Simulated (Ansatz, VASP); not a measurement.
Two plane-wave programs on Zr2CuO3

```
O Cu Zr
1.0
     3.11452    0.00000    0.00000
     0.00000    3.11452    0.00000
     0.00000    0.00000    6.82587
O Cu Zr
3 1 2
Direct
  0.50000 0.50000 0.00000
  0.00000 0.50000 0.37628
  0.50000 0.00000 0.62372
  0.00000 0.00000 0.00000
  0.00000 0.50000 0.70024
  0.50000 0.00000 0.29976
```

Alike in both runs: functional PBEsol; k mesh 6 × 6 × 3; occupations gaussian, width 0.0632 eV; non-collinear spin, spin-orbit coupling; Hubbard terms Cu d U = 4.35 eV.

Ansatz relaxed the structure, and its values are those at the end. VASP's run is a single point on that final structure, the one shown.

|  | VASP | Ansatz |
| --- | --- | --- |
| version | VASP 6.6.1 | Ansatz 0.2.0 |
| potentials or method | VASP PAW PBE potentials, release 64 (O, Cu, Zr_sv), cutoff 520 eV | PAW plane waves |
| valence electrons in the cell | 53 | 61 |

|  | VASP | Ansatz | Ansatz less VASP |
| --- | --- | --- | --- |
| pressure (GPa) | 0.5 | 2.3 | +1.76 |
| rms of the force components (eV/Å) | 0.069 | 0.001 | -0.0681 |
| net moment per atom (μB) | 0.00 | 0.00 | 0.000 |

VASP's potentials were made for PBE, not for PBEsol. The programs project onto different local orbitals, so the same U acts differently, and such runs can settle in different states. VASP's potentials hold 53 valence electrons a cell and Ansatz's 61, so a difference there can come from the potentials and not from the codes. Ansatz's warnings: filled band counts differ across k points, seeded moment not kept, stress scf threshold loose.
